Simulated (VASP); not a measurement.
Write the native input for VASP 6.6.1 that does the following.

* Task: single point
* Functional: PBE
* Potentials or basis: VASP PAW PBE potentials, release 64 (Zr_sv, C)
* Cutoff: 520 eV
* k mesh: 15 × 15 × 15
* Occupations: fermi-dirac, width 0.05 eV
* Spin: no spin polarisation
* Dipole correction: no
* Further INCAR settings: ALGO = Normal; EDIFF = 1e-06; NBANDS = 15

The structure of ZrC lies in POSCAR:

```
ZrC
1.0
    0.0000000000      2.3986730369      2.2562016000
    2.3986730369      0.0000000000      2.2562016000
    2.3986730369      2.3986730369      0.0000000000
Zr C
1 1
Direct
    0.5000000000      0.5000000000      0.5000000000
    0.0000000000      0.0000000000      0.0000000000
```

This cell differs from its parent crystal: z stretched by -4 % at fixed volume.

One way to write it, as run:

INCAR

```
PREC = Accurate ; ENCUT = 520
EDIFF = 1E-6 ; ISMEAR = -1
SIGMA = 0.05 ; LREAL = False
LASPH = True ; NELM = 60
ALGO = Normal ; ISIF = 2
LWAVE = False ; LCHARG = False
GGA = PE ; NBANDS = 15
```

KPOINTS

```
Automatic mesh
0
Gamma
  15 15 15
```

Potentials or basis: VASP PAW PBE potentials, release 64 (Zr_sv, C).

Launch:

```console
$ cat potpaw_PBE.64/Zr_sv/POTCAR potpaw_PBE.64/C/POTCAR > POTCAR
$ mpirun -np 1 vasp_std > vasp.out
```

It gave:

```yaml
Pressure: 3.0 GPa
Band_gap_on_the_k_mesh: zero (bands 8 and 9 overlap by 1.59 eV)
```

Caveat: the cell stands under pressure.

It took 84 s on 1 thread of Intel(R) Xeon(R) Platinum 8259CL CPU @ 2.50GHz (Skylake/Cascade Lake) (shared host), peak memory 0.23 GiB.
